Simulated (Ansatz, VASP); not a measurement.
One calculation of Nb2SiO3, two programs

```
Nb Si O
1.0
     3.95122    0.00000    0.00000
    -1.97561    3.42186    0.00000
     0.00000    0.00000    9.18693
Nb Si O
2 1 3
Direct
  0.33333 0.66667 0.50000
  0.00000 0.00000 0.00000
  0.33333 0.66667 0.00000
  0.00000 0.00000 0.20514
  0.00000 0.00000 0.79486
  0.00000 0.00000 0.50000
```

Alike in both runs: functional PBE; k mesh 4 × 4 × 2; occupations gaussian, width 0.15 eV; no spin polarisation.

Ansatz relaxed the structure, and its values are those at the end. VASP's run is a single point on that final structure, the one shown.

|  | VASP | Ansatz |
| --- | --- | --- |
| version | VASP 6.6.1 | Ansatz 0.2.0 |
| potentials or method | VASP PAW PBE potentials, release 64 (Nb_sv, Si, O), cutoff 600 eV | scalar-relativistic, plane waves, PAW |
| valence electrons in the cell | 48 | 48 |

|  | VASP | Ansatz | Ansatz less VASP |
| --- | --- | --- | --- |
| gap on the k mesh at the Fermi level (eV) | none | none | - |
| pressure (GPa) | -0.1 | 0.1 | +0.16 |
| rms of the force components (eV/Å) | 0.004 | 0.008 | +0.0036 |

A gap of «none» marks a metal or a gap that the smearing closes.

The k mesh is coarse, so the values compare programs but aren't converged.
